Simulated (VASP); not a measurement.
Input of a VASP 6.6.1 run:

The input POSCAR:

```
PbF2
1.0
    6.0240560000      0.0000000000      0.0000000000
    0.0000000000      3.0020500000      3.0112850000
    0.0000000000     -3.0020500000      3.0112850000
Pb F
2 4
Direct
    0.5000000000      0.9774790000      0.9774790000
    0.0000000000      0.4774790000      0.4774790000
    0.7647730000      0.9736080000      0.4586660000
    0.2352270000      0.4586660000      0.9736080000
    0.7352270000      0.4736080000      0.9586660000
    0.2647730000      0.9586660000      0.4736080000
```

INCAR.step1

```
PREC = Accurate
ENCUT = 520
ISMEAR = 0
SIGMA = 0.01
LREAL = F
LASPH = T
NELM = 60
NBANDS = 37
GGA = PE
ALGO = Normal
EDIFF = 1E-4
LWAVE = T
LCHARG = F
```

Contents of INCAR.step2:

```
PREC = Accurate
ENCUT = 520
EDIFF = 1E-6
ISMEAR = 0
SIGMA = 0.01
LREAL = F
LASPH = T
NELM = 60
ALGO = Normal
ISIF = 2
LWAVE = F
LCHARG = F
METAGGA = R2SCAN
LMIXTAU = T
NBANDS = 37
ISTART = 1
```

File KPOINTS:

```
Automatic mesh
0
Gamma
  3 4 4
```

Potentials or basis: VASP PAW PBE potentials, release 64 (Pb_d, F).

Command:

```sh
$ cat potpaw_PBE.64/Pb_d/POTCAR potpaw_PBE.64/F/POTCAR > POTCAR
$ cp INCAR.step1 INCAR
$ mpirun -np 1 vasp_std > vasp.out
$ cp INCAR.step2 INCAR
$ mpirun -np 1 vasp_std > vasp.out
```

Estimate the pressure.

-3.1 GPa.

What does it give for the largest force?

0.068 eV/Å.

Predict the band gap on the k mesh.

4.92 eV.

Stress tensor (GPa, compression positive):
```
-3.18  0.00  0.00
 0.00 -3.05  0.00
 0.00  0.00 -3.15
```

Caveat: the PAW data sets were made with another functional, which shifts forces and pressure a little; spin-orbit coupling is left out, which moves the levels of the heavy elements. r2SCAN opens gaps a little over a GGA but as a rule still falls short of measured ones.
